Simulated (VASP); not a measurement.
# HfC (P1) in VASP: single point with PBE

Aim: the single point of HfC with PBE.

Everything below comes from runs of VASP 6.6.1. Logs are shortened: lines on timing, memory, paths and dates and some standing lists are left out, and cuts for length are marked.

**1. The cell of the first run**

The typed cell holds 4 atoms: a = 3.845 Å, b = 3.839 Å, c = 4.620 Å, α = 89.16°, β = 89.50°, γ = 119.69°.

**2. Single point, PBE (atoms moved at random and the cell strained at random)**

File INCAR:

```
SYSTEM = HfC
  PREC = Accurate
  ENCUT = 520
  EDIFF = 1E-6
  ISMEAR = 0
  SIGMA = 0.05
  LREAL = .False.
  LASPH = .True.
  NELM = 100
  ALGO = Normal
  ISIF = 2
  LWAVE = .False.
  LCHARG = .False.
  GGA = PE
  NBANDS = 22
```

File KPOINTS:

```
regular mesh
0
Gamma
  12 12 6
  0 0 0
```

File POSCAR:

```
HfC
1.0
    3.8450795884      0.0119747999      0.0167671915
   -1.9121693133      3.3288086596      0.0280268096
    0.0202136254      0.0506849206      4.6194311717
Hf C
2 2
Direct
    0.6431622553      0.2887034115      0.0324965610
    0.3149667008      0.6614555888      0.5568815671
    0.7209178142      0.3686473104      0.6121572719
    0.3209532296      0.6811936893      0.0488646001
```

Potentials or basis: VASP PAW PBE potentials, release 64 (Hf_pv, C).

The run is started by

```sh
$ cat potpaw_PBE.64/Hf_pv/POTCAR potpaw_PBE.64/C/POTCAR > POTCAR
$ mpirun -np 1 vasp_std > vasp.out
```

OUTCAR:

```text
SYSTEM = HfC
   PREC = Accurate
   ENCUT = 520
   EDIFF = 1E-6
   ISMEAR = 0
   LREAL = .False.
   LASPH = .True.
   NELM = 100
   ISIF = 2
   GGA = PE

 ion  position               nearest neighbor table
   1  0.643  0.289  0.032-   3 1.96   4 2.03   4 2.28   4 2.38   3 2.70   2 3.07   2 3.11   2 3.17
                             2 3.20   2 3.34   2 3.37
   2  0.315  0.661  0.557-   3 2.00   4 2.28   3 2.35   4 2.35   3 2.39   1 3.07   1 3.11   1 3.17
                             1 3.20   1 3.34   1 3.37
   3  0.721  0.369  0.612-   1 1.96   2 2.00   2 2.35   2 2.39   1 2.70
   4  0.321  0.681  0.049-   1 2.03   2 2.28   1 2.28   2 2.35   1 2.38

  LATTYP: Found a triclinic cell.
 ALAT       =     3.8599200455
 B/A-ratio  =     0.9961695443
 C/A-ratio  =     1.1968521087
 COS(alpha) =     0.0087699030
 COS(beta)  =     0.0232909429
 COS(gamma) =     0.5035031668

  Lattice vectors:

 A1 = (  -1.9329102751,  -3.3407834595,  -0.0447940011)
 A2 = (  -3.8450795884,  -0.0119747999,  -0.0167671915)
 A3 = (  -0.0202136254,  -0.0506849206,  -4.6194311717)

Analysis of symmetry for initial positions (statically):
=====================================================================
 Subroutine PRICEL returns:
 Original cell was already a primitive cell.

 Routine SETGRP: Setting up the symmetry group for a
 triclinic supercell.

 Subroutine GETGRP returns: Found  1 space group operations
 (whereof  1 operations were pure point group operations)
 out of a pool of  2 trial point group operations.

The static configuration has the point symmetry C_1 .

Analysis of symmetry for dynamics (positions and initial velocities):
=====================================================================
 Subroutine PRICEL returns:
 Original cell was already a primitive cell.

 Routine SETGRP: Setting up the symmetry group for a
 triclinic supercell.

 Subroutine GETGRP returns: Found  1 space group operations
 (whereof  1 operations were pure point group operations)
 out of a pool of  2 trial point group operations.

The dynamic configuration has the point symmetry C_1 .

 Subroutine INISYM returns: Found  1 space group operations
 (whereof  1 operations are pure point group operations),
 and found     1 'primitive' translations

----------------------------------------------------------------------------------------

                                     Primitive cell

  volume of cell :      59.2241

  direct lattice vectors                    reciprocal lattice vectors
     3.845079588  0.011974800  0.016767192     0.259620208  0.149157117 -0.002772610
    -1.912169313  3.328808660  0.028026810    -0.000919674  0.299907156 -0.003286591
     0.020213625  0.050684921  4.619431172    -0.000936766 -0.002360980  0.216506874

  length of vectors
     3.845134793  3.839029054  4.619753446     0.299429767  0.299926574  0.216521773

  position of ions in fractional coordinates (direct lattice)
     0.643162255  0.288703412  0.032496561
     0.314966701  0.661455589  0.556881567
     0.720917814  0.368647310  0.612157272
     0.320953230  0.681193689  0.048864600

  ion indices of the primitive-cell ions
   primitive index   ion index
                 1           1
                 2           2
                 3           3
                 4           4

----------------------------------------------------------------------------------------

 KPOINTS: regular mesh

Automatic generation of k-mesh.
 Grid dimensions read from file:
 generate k-points for:   12   12    6

 Generating k-lattice:

  Cartesian coordinates                     Fractional coordinates (reciprocal lattice)
     0.021635017  0.012429760 -0.000231051     0.083333333 -0.000000000  0.000000000
    -0.000076640  0.024992263 -0.000273883    -0.000000000  0.083333333  0.000000000
    -0.000156128 -0.000393497  0.036084479    -0.000000000  0.000000000  0.166666667

  Length of vectors
     0.024952481  0.024993881  0.036086962

  Shift w.r.t. Gamma in fractional coordinates (k-lattice)
     0.000000000  0.000000000  0.000000000

 Subroutine IBZKPT returns following result:
 ===========================================

 Found    436 irreducible k-points:

 Following reciprocal coordinates:
            Coordinates               Weight
  0.000000  0.000000  0.000000      1.000000
  0.083333 -0.000000  0.000000      2.000000
  0.166667  0.000000  0.000000      2.000000
  0.250000  0.000000 -0.000000      2.000000
  0.333333  0.000000  0.000000      2.000000
  0.416667  0.000000 -0.000000      2.000000
[... 16 lines left out ...]
  0.250000  0.166667 -0.000000      2.000000
  0.333333  0.166667 -0.000000      2.000000
 [... further k-points ...]
   k-points           NKPTS =    436   k-points in BZ     NKDIM =    436   number of bands    NBANDS=     22
   number of dos      NEDOS =    301   number of ions     NIONS =      4
   total plane-waves  NPLWV =  32400
   dimension x,y,z NGX =    30 NGY =   30 NGZ =   36
   dimension x,y,z NGXF=    60 NGYF=   60 NGZF=   72
   ions per type =               2   2
   NGX,Y,Z   is equivalent  to a cutoff of  12.97, 12.99, 12.95 a.u.
   NGXF,Y,Z  is equivalent  to a cutoff of  25.94, 25.98, 25.91 a.u.
 SYSTEM =  HfC
   PREC   = accura    normal or accurate (medium, high low for compatibility)
   ISTART =      0    job   : 0-new  1-cont  2-samecut
   ICHARG =      2    charge: 1-file 2-atom 10-const
   ISPIN  =      1    spin polarized calculation?
   LNONCOLLINEAR =      F non collinear calculations
   LSORBIT =      F    spin-orbit coupling
   LASPH  =      T    aspherical Exc in radial PAW
   ENCUT  =  520.0 eV  38.22 Ry    6.18 a.u.   7.15  7.14  8.59*2*pi/ulx,y,z
   NELM   =    100;   NELMIN=  2; NELMDL= -5     # of ELM steps
   EDIFF  = 0.1E-05   stopping-criterion for ELM
   LREAL  =      F    real-space projection
   EDIFFG = 0.1E-04   stopping-criterion for IOM
   NSW    =      0    number of steps for IOM
   IBRION =     -1    ionic relax: 0-MD 1-quasi-New 2-CG
   NFREE  =      0    steps in history (QN), initial steepest desc. (CG)
   ISIF   =      2    stress and relaxation
   ISYM   =      2    0-nonsym 1-usesym 2-fastsym
   POTIM  = 0.5000    time-step for ionic-motion
   TEBEG  =    0.0;   TEEND  =   0.0 temperature during run
   PSTRESS=    0.0 pullay stress
   NELECT =      28.0000    total number of electrons
   NUPDOWN=      -1.0000    fix difference up-down
   EMIN   =  10.00;   EMAX   =-10.00  energy-range for DOS
   EFERMI =   0.00;   METHOD = LEGACY
   ISMEAR =     0;   SIGMA  =   0.05  broadening in eV -4-tet -1-fermi 0-gaus
   EFERMI_NEDOS =   21; number of points for ismear=-14 and -15
   IALGO  =     38    algorithm
   IMIX   =      4    mixing-type and parameters
     AMIX     =   0.40;   BMIX     =  1.00
     AMIX_MAG =   1.60;   BMIX_MAG =  1.00
  volume/ion in A,a.u.               =      14.81        99.92
  Fermi-wavevector in a.u.,A,eV,Ry     =   1.275346  2.410054 22.129968  1.626507
  Thomas-Fermi vector in A             =   2.408063
   LORBIT       =      0    0 simple, 1 ext, 2 COOP (PROOUT), +10 PAW based schemes
   GGA     = PE    functional components
   LHFCALC =     F    Hartree Fock is set to
   AEXX    =    0.0000 exact exchange contribution
   IVDW    =     0    specifies the selected vdW correction
   LEPSILON=     F    determine dielectric tensor
   LRPA    =     F    only Hartree local field effects (RPA)
 non-spin polarized calculation
 Gauss-broadening in eV      SIGMA  =   0.05
  energy-cutoff  :      520.00
  volume of cell :       59.22
 maximum number of plane-waves:      1611
 NGX is ok and might be reduce to    30
   NGX = 15   NGY = 15   NGZ = 17

 number of electron      28.0000000 magnetization

 Free energy of the ion-electron system (eV)
  ---------------------------------------------------
  ext. energy  EPLUGINS =         0.00000000
  ---------------------------------------------------
  free energy    TOTEN  =       -39.64442568 eV

  energy without entropy =      -39.64442568  energy(sigma->0) =      -39.64442568

 E-fermi :   4.5033     XC(G=0): -11.1640

 val. band max:        4.2217398753   @ k =   0.0000   0.0000   0.0000
 cond. band min:       4.8141719941   @ k =  -0.3333   0.4167  -0.0000
 fundamental gap:      0.5924321188
 Fermi energy:         4.5033430570

 k-point     1 :       0.0000    0.0000    0.0000
  band No.  band energies     occupation
      1     -25.6685      2.00000
      2     -25.5896      2.00000
      3     -25.5448      2.00000
      4     -25.0448      2.00000
      5     -25.0060      2.00000
      6     -24.9577      2.00000
[... 14 lines left out ...]
     21      11.1102      0.00000
     22      12.7296      0.00000

 k-point     2 :       0.0833   -0.0000    0.0000
  band No.  band energies     occupation
      1     -25.6642      2.00000
      2     -25.5927      2.00000
      3     -25.5498      2.00000
      4     -25.0471      2.00000
      5     -25.0145      2.00000
      6     -24.9643      2.00000
[... 14 lines left out ...]
     21      11.2107      0.00000
     22      12.4004      0.00000

 k-point     3 :       0.1667    0.0000    0.0000
  band No.  band energies     occupation
      1     -25.6578      2.00000
      2     -25.6011      2.00000
      3     -25.5568      2.00000
      4     -25.0584      2.00000
      5     -25.0323      2.00000
      6     -24.9835      2.00000
[... 14 lines left out ...]
     21      11.0595      0.00000
     22      11.5682      0.00000

 k-point     4 :       0.2500    0.0000   -0.0000
  band No.  band energies     occupation
      1     -25.6653      2.00000
      2     -25.6139      2.00000
      3     -25.5455      2.00000
      4     -25.0869      2.00000
      5     -25.0432      2.00000
      6     -25.0128      2.00000
[... 14 lines left out ...]
     21      10.6219      0.00000
     22      11.0778      0.00000

 k-point     5 :       0.3333    0.0000    0.0000
  band No.  band energies     occupation
      1     -25.6863      2.00000
      2     -25.6273      2.00000
      3     -25.5152      2.00000
      4     -25.1190      2.00000
      5     -25.0563      2.00000
      6     -25.0405      2.00000
[... 14 lines left out ...]
     21      10.5885      0.00000
     22      11.1000      0.00000

 k-point     6 :       0.4167    0.0000   -0.0000
  band No.  band energies     occupation
      1     -25.7056      2.00000
      2     -25.6368      2.00000
      3     -25.4846      2.00000
      4     -25.1420      2.00000
      5     -25.0842      2.00000
      6     -25.0474      2.00000
[... 14 lines left out ...]
     21      10.6563      0.00000
     22      10.9994      0.00000

 k-point     7 :       0.5000    0.0000   -0.0000
  band No.  band energies     occupation
      1     -25.7131      2.00000
      2     -25.6403      2.00000
      3     -25.4716      2.00000
      4     -25.1499      2.00000
      5     -25.0972      2.00000
      6     -25.0488      2.00000
[... 324 lines left out ...]
      6     -24.9899      2.00000
[... 14 lines left out ...]
     21      11.0756      0.00000
     22      11.7928      0.00000

 k-point    21 :       0.0833    0.1667    0.0000
  band No.  band energies     occupation
      1     -25.6563      2.00000
      2     -25.6076      2.00000
      3     -25.5426      2.00000
      4     -25.0797      2.00000
      5     -25.0430      2.00000
      6     -25.0119      2.00000
[... 14 lines left out ...]
     21      10.5921      0.00000
     22      11.2312      0.00000

 k-point    22 :       0.1667    0.1667    0.0000
  band No.  band energies     occupation
      1     -25.6675      2.00000
      2     -25.6197      2.00000
      3     -25.5219      2.00000
      4     -25.1037      2.00000
      5     -25.0552      2.00000
      6     -25.0407      2.00000
[... 14 lines left out ...]
     21      10.7734      0.00000
     22      11.1541      0.00000

 k-point    23 :       0.2500    0.1667   -0.0000
  band No.  band energies     occupation
      1     -25.6825      2.00000
      2     -25.6384      2.00000
      3     -25.4897      2.00000
      4     -25.1292      2.00000
      5     -25.0773      2.00000
      6     -25.0577      2.00000
[... 14 lines left out ...]
     21      10.4008      0.00000
     22      11.2637      0.00000

 k-point    24 :       0.3333    0.1667   -0.0000
  band No.  band energies     occupation
      1     -25.6972      2.00000
      2     -25.6513      2.00000
      3     -25.4630      2.00000
      4     -25.1473      2.00000
      5     -25.1002      2.00000
      6     -25.0624      2.00000
[... 14 lines left out ...]
     21      10.3763      0.00000
     22      11.3541      0.00000

 [... further k-points ...]
[... 5 lines left out ...]
  --------------------------------------------------------------------------------------
  -------------------------------------------------------------------------------------
  Total        1.3565811      4.0517063      7.7248024      2.8040655     -1.6936611     -1.3144615
  in kB       36.6992877    109.6099092    208.9773635     75.8577620    -45.8182373    -35.5598353
  external PRESSURE =     118.4288535 kB  Pullay stress =       0.0000000 kB

 VOLUME and BASIS-vectors are now :
 -----------------------------------------------------------------------------
  energy-cutoff  :      520.00
  volume of cell :       59.22
      direct lattice vectors                 reciprocal lattice vectors
     3.845079588  0.011974800  0.016767192     0.259620208  0.149157117 -0.002772610
    -1.912169313  3.328808660  0.028026810    -0.000919674  0.299907156 -0.003286591
     0.020213625  0.050684921  4.619431172    -0.000936766 -0.002360980  0.216506874

 POSITION                                       TOTAL-FORCE (eV/Angst)
 -----------------------------------------------------------------------------------
      1.92162      0.97039      0.16899        -0.243361      3.444430      4.029777
     -0.04249      2.23386      2.59630         2.734506      1.362366     -0.759765
      2.07944      1.26682      2.85024        -3.052452     -2.139217     -4.248404
     -0.06748      2.27388      0.25020         0.561307     -2.667579      0.978392
 -----------------------------------------------------------------------------------
    total drift:                               -0.000267     -0.000223     -0.000672

  FREE ENERGIE OF THE ION-ELECTRON SYSTEM (eV)
  ---------------------------------------------------
  free  energy   TOTEN  =       -39.6444256754 eV

  energy  without entropy=      -39.6444256754  energy(sigma->0) =      -39.64442568
```

Run time: 5.4 min. Hardware: 1 thread of Intel Xeon Platinum 8488C (Sapphire Rapids), shared host; peak memory 0.56 GiB.

Results:

```
Free energy            : -39.6444 eV
Pressure               : 11.8 GPa
Largest force          : 5.652 eV/Å
Band gap on the k mesh : 0.59 eV (least direct gap 0.98 eV)
```

Forces on the atoms (eV/Å):
```
Hf  -0.243  3.444  4.030
Hf   2.735  1.362 -0.760
C   -3.052 -2.139 -4.248
C    0.561 -2.668  0.978
```

Caveat: the cell differs from its parent crystal (atoms moved at random and the cell strained at random); the cell stands under pressure; spin-orbit coupling is left out, which moves the levels of the heavy elements; forces of over 1 eV/Å act on the atoms, so gaps and moduli don't describe the material at rest.
